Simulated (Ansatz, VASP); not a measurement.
# Two plane-wave programs on Ca

```xyz
2
Lattice="3.8876 -0.0796 0.0121 -2.0127 3.3269 -0.0121 0.0198 -0.0114 6.3728" Properties=species:S:1:pos:R:3 pbc="T T T"
Ca   -0.0283    2.1812    1.5325
Ca    1.9229    1.0547    4.8404
```

Alike in both runs: task single point; functional PBE; k mesh 12 × 12 × 6; occupations gaussian, width 0.1 eV; no spin polarisation.

|  | VASP | Ansatz |
| --- | --- | --- |
| version | VASP 6.6.1 | Ansatz 0.2.0 |
| potentials or method | VASP PAW PBE potentials, release 64 (Ca_sv), cutoff 520 eV | scalar-relativistic, plane waves, PAW |
| valence electrons in the cell | 20 | 20 |

```csv
,VASP,Ansatz,Ansatz less VASP
gap on the k mesh at the Fermi level (eV),none,none,-
pressure (GPa),0.8,0.8,+0.02
"traceless stress, the component that is largest in VASP (GPa)",0.51,0.50,-0.002
rms of the force components (eV/Å),0.122,0.122,-0.0007
```

Atom by atom the forces differ by 0.001 eV/Å (rms over components). A gap of «none» marks a metal or a gap that the smearing closes. The functional is the same, so the differences come from potentials, cutoffs and numerics. Ansatz's warnings: near symmetry operations not taken.
